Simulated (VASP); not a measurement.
Ba3CaF8: single point with PBE

The system is Ba3CaF8.

```
Ba F Ca
1.0
     4.26832   -6.08870    0.00000
     4.26832    6.08870    0.00000
     0.00000    0.00000    4.31378
Ba F Ca
3 8 1
Cartesian
  2.1342 3.0444 0.0000
  0.0000 0.0000 2.1569
  2.1342 -3.0444 0.0000
  2.2937 -1.4443 2.1569
  2.2937 1.4443 2.1569
  4.2683 -4.5676 0.0000
  4.2683 -1.3838 0.0000
  4.2683 1.3838 0.0000
  4.2683 4.5676 0.0000
  6.2429 -1.4443 2.1569
  6.2429 1.4443 2.1569
  4.2683 0.0000 2.1569
```

- Program: VASP 6.6.1
- Task: single point
- Functional: PBE
- Potentials or basis: VASP PAW PBE potentials, release 64 (Ba_sv, F, Ca_sv)
- Cutoff: 520 eV
- k mesh: 4 × 4 × 6
- Occupations: fermi-dirac, width 0.02 eV
- Spin: no spin polarisation

- Pressure: 0.9 GPa
- Largest force: 0.061 eV/Å
- Band gap on the k mesh: 6.12 eV, indirect (least direct gap 6.13 eV)

Forces in eV/Å, atoms in the order of the input:
```
Ba   0.000  0.000  0.000
Ba   0.000  0.000  0.000
Ba   0.000  0.000  0.000
F    0.039  0.028  0.000
F    0.039 -0.028  0.000
F    0.000 -0.002  0.000
F    0.000  0.061  0.000
F    0.000 -0.061  0.000
F    0.000  0.002  0.000
F   -0.039  0.028  0.000
F   -0.039 -0.028  0.000
Ca   0.000  0.000  0.000
```

Levels at points of the mesh, in eV from the valence-band top:
```
           k point  band 45  band 46  band 47  band 48  band 49  band 50  band 51  band 52
(0.00, 0.00, 0.00)    -0.49    -0.34    -0.22    -0.01     6.12     6.94     8.23     8.33
(0.50, 0.00, 0.00)    -0.41    -0.41    -0.26    -0.11     6.94     7.28     7.57     7.80
(0.50, 0.50, 0.00)    -0.43    -0.32    -0.31    -0.06     7.05     7.35     7.93     8.02
(0.00, 0.00, 0.50)    -0.40    -0.28    -0.27     0.00     6.85     7.42     7.55     7.97
(0.50, 0.00, 0.50)    -0.42    -0.39    -0.23    -0.10     6.96     7.22     7.36     7.91
(0.50, 0.50, 0.50)    -0.51    -0.39    -0.27    -0.11     6.48     7.15     8.14     8.34
```

Wall time 6.9 min on 1 thread of Oxide Virtual Turin-like Processor, on a shared host, peak memory 0.47 GiB.

Caveat: spin-orbit coupling is left out, which moves the levels of the heavy elements. A k mesh can miss the band edges.
